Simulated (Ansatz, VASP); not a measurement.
GaP in VASP and in Ansatz

```
Ga P
1.0
     0.00000    2.69800    2.72525
     2.69800    0.00000    2.72525
     2.69800    2.69800    0.00000
Ga P
1 1
Direct
  0.00000 0.00000 0.00000
  0.75000 0.75000 0.75000
```

Change from the starting cell: equal xx and yy strain of -1 %, crystal datasets.

Alike in both runs: task electric field gradients; functional PBE; k mesh 10 × 10 × 10; occupations fermi-dirac, width 0.05 eV; no spin polarisation.

|  | VASP | Ansatz |
| --- | --- | --- |
| version | VASP 6.6.1 | Ansatz 0.2.0 |
| potentials or method | VASP PAW PBE potentials, release 64 (Ga_d, P), cutoff 520 eV | all-electron PAW with datasets made for the crystal, scalar-relativistic |

Ansatz gave:

- pressure (GPa): 4.3
- traceless stress, the component that is largest in VASP (GPa): -0.50
- size of Vzz on the site where it differs most (V/Å²): 2.0

**Question.** Which values does VASP return?

**Answer.** Pressure (GPa): 4.3; traceless stress, the component that is largest in VASP (GPa): -0.50; size of Vzz on the site where it differs most (V/Å²): 1.7.

Ansatz ran all-electron here, and VASP with PAW potentials.
